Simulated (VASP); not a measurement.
A run of VASP 6.6.1:

Contents of INCAR:

```
SYSTEM = Ce3HfO8
PREC     = Accurate       ! precision mode
ENCUT    = 520            ! plane-wave cutoff, eV
EDIFF    = 1E-7           ! SCF threshold, eV
ISMEAR   = 0              ! smearing method
SIGMA    = 0.1            ! smearing width, eV
LREAL    = .False.        ! projectors in reciprocal space
LASPH    = .True.         ! aspherical terms in the spheres
NELM     = 60             ! most SCF steps
ALGO     = Normal         ! electronic algorithm
ISIF     = 2              ! what is computed and relaxed
LWAVE    = .False.        ! write WAVECAR
LCHARG   = .False.        ! write CHGCAR
GGA      = PE             ! functional
NBANDS   = 59             ! bands
```

The input KPOINTS:

```
regular mesh
0
Gamma
  4 4 4
  0 0 0
```

Contents of POSCAR:

```
Ce3HfO8
1.0
    5.6882908900      0.0000000000      0.0000000000
    0.0000000000      5.6882908900      0.0000000000
    0.0000000000      0.0000000000      5.6882908900
Ce Hf O
3 1 8
Direct
    0.5000000000      0.0000000000      0.5000000000
    0.5000000000      0.5000000000      0.0000000000
    0.0000000000      0.5000000000      0.5000000000
    0.0000000000      0.0000000000      0.0000000000
    0.7500000000      0.2500000000      0.7500000000
    0.2500000000      0.2500000000      0.2500000000
    0.7500000000      0.7500000000      0.2500000000
    0.2500000000      0.7500000000      0.7500000000
    0.2500000000      0.7500000000      0.2500000000
    0.7500000000      0.7500000000      0.7500000000
    0.2500000000      0.2500000000      0.7500000000
    0.7500000000      0.2500000000      0.2500000000
```

Potentials or basis: VASP PAW PBE potentials, release 64 (Ce, Hf_pv, O).

Command:

```console
$ cat potpaw_PBE.64/Ce/POTCAR potpaw_PBE.64/Hf_pv/POTCAR potpaw_PBE.64/O/POTCAR > POTCAR
$ mpirun -np 1 vasp_std > vasp.out
```

Hardware: 1 thread of Intel(R) Xeon(R) 6975P-C (Granite Rapids), with other jobs on the host.

Problem. Estimate the wall time of this run.

Solution. Wall time 3.1 min on 1 thread of Intel(R) Xeon(R) 6975P-C (Granite Rapids), with other jobs on the host, peak memory 0.31 GiB. Counts: scf iterations 38, k points 10.
